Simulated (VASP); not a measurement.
# Na (Fm-3m) in VASP: further runs, part 2 of 2

VASP 6.6.1.

### Step 4. Relaxation of cell and atoms, PBEsol, target pressure 400 GPa, at which the enthalpy is minimised

This run uses another cell than the first one, of 7.07 Å³/atom.

INCAR reads:

```
SYSTEM = Na
ALGO = Normal ; EDIFF = 1E-7
EDIFFG = -0.004 ; ENCUT = 500
GGA = PS ; GGA_COMPAT = .False.
IBRION = 2 ; ISIF = 3
ISMEAR = 0 ; LASPH = .True.
LCHARG = .False. ; LREAL = .False.
LWAVE = .False. ; NELM = 120
NELMIN = 4 ; NSW = 70
PREC = Accurate ; PSTRESS = 4000.0
SIGMA = 0.1
```

KPOINTS reads:

```
k-points
0
Gamma
  22 22 22
  0 0 0
```

POSCAR reads:

```
Na
1.0
    0.0000000000      1.5234426042      1.5234426042
    1.5234426042      0.0000000000      1.5234426042
    1.5234426042      1.5234426042      0.0000000000
Na
1
Direct
    0.0000000000      0.0000000000      0.0000000000
```

Potentials or basis: VASP PAW PBE potentials, release 64 (Na_pv).

On the command line:

```console
cat potpaw_PBE.64/Na_pv/POTCAR > POTCAR
mpirun -np 1 vasp_std > vasp.out
```

OUTCAR:

```text
SYSTEM = Na
   EDIFF = 1E-7
   EDIFFG = -0.004
   ENCUT = 500
   GGA = PS
   IBRION = 2
   ISIF = 3
   ISMEAR = 0
   LASPH = .True.
   LREAL = .False.
   NELM = 120
   NELMIN = 4
   NSW = 70
   PREC = Accurate
   PSTRESS = 4000.0

 ion  position               nearest neighbor table
   1  0.000  0.000  0.000-

  LATTYP: Found a face centered cubic cell.
 ALAT       =     3.0468852084

  Lattice vectors:

 A1 = (   0.0000000000,   1.5234426042,   1.5234426042)
 A2 = (   1.5234426042,   0.0000000000,   1.5234426042)
 A3 = (   1.5234426042,   1.5234426042,   0.0000000000)

Analysis of symmetry for initial positions (statically):
=====================================================================
 Subroutine PRICEL returns:
 Original cell was already a primitive cell.

 Routine SETGRP: Setting up the symmetry group for a
 face centered cubic supercell.

 Subroutine GETGRP returns: Found 48 space group operations
 (whereof 48 operations were pure point group operations)
 out of a pool of 48 trial point group operations.

[... 167 lines left out ...]
  --------------------------------------------------------------------------------------
  -------------------------------------------------------------------------------------
  Total       13.3732504     13.3732504     13.3732504      0.0000000      0.0000000     -0.0000000
  in kB     3029.9765983   3029.9765983   3029.9765983      0.0000000      0.0000000     -0.0000000
  external PRESSURE =    -970.0234017 kB  Pullay stress =    4000.0000000 kB
[... 135 lines left out ...]
--------------------------------------- Ionic step        5  -------------------------------------------

 number of electron       7.0000007 magnetization

 Free energy of the ion-electron system (eV)
  ---------------------------------------------------
  ext. energy  EPLUGINS =         0.00000000
  ---------------------------------------------------
  free energy    TOTEN  =         6.96808023 eV

  energy without entropy =        6.96907846  energy(sigma->0) =        6.96857935

 E-fermi :  16.4315     XC(G=0): -13.9611

 val. band max:       16.4249758134   @ k =  -0.2727   0.2727   0.0000
 cond. band min:      16.4781407246   @ k =  -0.2727   0.2727   0.0455
 fundamental gap:      0.0531649112
 Fermi energy:        16.4315152677

 k-point     1 :       0.0000    0.0000    0.0000
  band No.  band energies     occupation
      1     -12.7600      2.00000
      2     -12.7600      2.00000
      3     -12.7600      2.00000
      4       7.4043      2.00000
      5      40.5070      0.00000
      6      40.5070      0.00000
      7      40.5070      0.00000
[... 221 lines left out ...]
 k-point    24 :      -0.4545    0.0455    0.0000
  band No.  band energies     occupation
      1     -17.0329      2.00000
      2     -13.2315      2.00000
      3     -13.1623      2.00000
      4      17.3568      0.00000
      5      19.3440      0.00000
      6      36.1487      0.00000
      7      37.5629      0.00000

 [... further k-points ...]

------------------------ aborting loop because EDIFF is reached ----------------------------------------

  FORCE on cell =-STRESS in cart. coord.  units (eV):
  Direction    XX          YY          ZZ          XY          YZ          ZX
  --------------------------------------------------------------------------------------
  -------------------------------------------------------------------------------------
  Total       15.8757128     15.8757128     15.8757128     -0.0000000      0.0000000     -0.0000000
  in kB     4000.0968751   4000.0968751   4000.0968751     -0.0000000      0.0000000     -0.0000000
  external PRESSURE =       0.0968751 kB  Pullay stress =    4000.0000000 kB
[... 20 lines left out ...]
  energy  without entropy=        6.9690784629  energy(sigma->0) =        6.96857935

  enthalpy is  TOTEN    =        22.8434085432 eV   P V=       15.8753283146

 reached required accuracy - stopping structural energy minimisation
```

OSZICAR:

```text
N       E                     dE             d eps       ncg     rms          rms(c)
DAV:   1     0.172154554905E+02    0.17215E+02   -0.45770E+03  4613   0.140E+03
DAV:   2     0.538208657129E+01   -0.11833E+02   -0.11805E+02  6349   0.125E+02
DAV:   3     0.534848685064E+01   -0.33600E-01   -0.33584E-01  5089   0.864E+00
[... 45 lines left out ...]
DAV:   3     0.696805950392E+01    0.31966E-03   -0.43557E-04  6202   0.551E-01    0.131E-02
DAV:   4     0.696807986186E+01    0.20358E-04   -0.18975E-05  5341   0.114E-01    0.149E-03
DAV:   5     0.696808008505E+01    0.22319E-06   -0.17124E-07  5418   0.907E-03    0.728E-04
DAV:   6     0.696808023126E+01    0.14621E-06   -0.14111E-08  2324   0.298E-03    0.122E-05
DAV:   7     0.696808022862E+01   -0.26439E-08   -0.59969E-10  2296   0.382E-04
   5 F= 0.22843409E+02 E0= 0.22843908E+02  d E =-.229037E+00
```

Run time: 64 s. Hardware: 1 thread of Intel Xeon 8259CL, shared host; peak memory 0.12 GiB.

Results:

```yaml
Free_energy: 6.9681 eV
Relaxed_volume: 6.36 Å³/atom
Relaxed_cell: a = 2.080 Å, b = 2.080 Å, c = 2.080 Å, α = 60.00°, β = 60.00°, γ = 60.00°
Space_group_after_relaxing_to_0.1_Å: Fm-3m (No. 225)
Energy_change_on_relaxing_the_run_minimises_the_enthalpy: +1550.2 meV/atom
Ionic_steps: 5
Pressure_after_relaxing: 400.0 GPa
Band_gap_on_the_k_mesh: zero (an odd number of electrons rules out a gap without spin polarisation)
```

The path:
```csv
step,energy change (eV),largest force (eV/Å),pressure (GPa),volume (Å³)
1,0.0000,0.0000,303.00,7.07
2,16.3877,0.0000,1691.18,3.53
3,1.1558,0.0000,374.47,6.52
4,1.4592,0.0000,394.07,6.40
5,1.5502,0.0000,400.01,6.36
```

Final structure:
```
Na
1.0
     0.00000    1.47044    1.47044
     1.47044    0.00000    1.47044
     1.47044    1.47044    0.00000
Na
1
Direct
  0.00000 0.00000 0.00000
```

Caveat: the cell is relaxed towards a set pressure, so the run minimises the enthalpy, not the energy; atoms lie so close that the PAW spheres overlap strongly, which falsifies energies and pressures; the PAW data sets were made with another functional, which shifts forces and pressure a little.

### Step 5. Overview

```tsv
cell	gap on the mesh (eV)	pressure (GPa)
relaxed to 400 GPa from a = 2.076 Å, angles 60.0°, 1 atom	none	400.0
relaxed to 300 GPa from a = 2.154 Å, angles 60.0°, 1 atom	none	300.0
relaxed to 400 GPa from a = 2.154 Å, angles 60.0°, 1 atom	none	400.0
```

Alike in all rows: task relaxation of cell and atoms; level PBEsol; potentials or basis VASP PAW PBE potentials, release 64 (Na_pv); no spin polarisation; k mesh 22 × 22 × 22; cutoff (eV) 500; smearing gaussian 0.1 eV.

Caveats: the cell is relaxed towards a set pressure, so the run minimises the enthalpy, not the energy; the PAW data sets were made with another functional, which shifts forces and pressure a little; atoms lie so close that the PAW spheres overlap strongly, which falsifies energies and pressures (at least some runs).

Total energies depend on the potentials used, so only differences within one code and one set of settings carry meaning.

The gap in the log of VASP goes by the Fermi energy; the results here count the filled bands.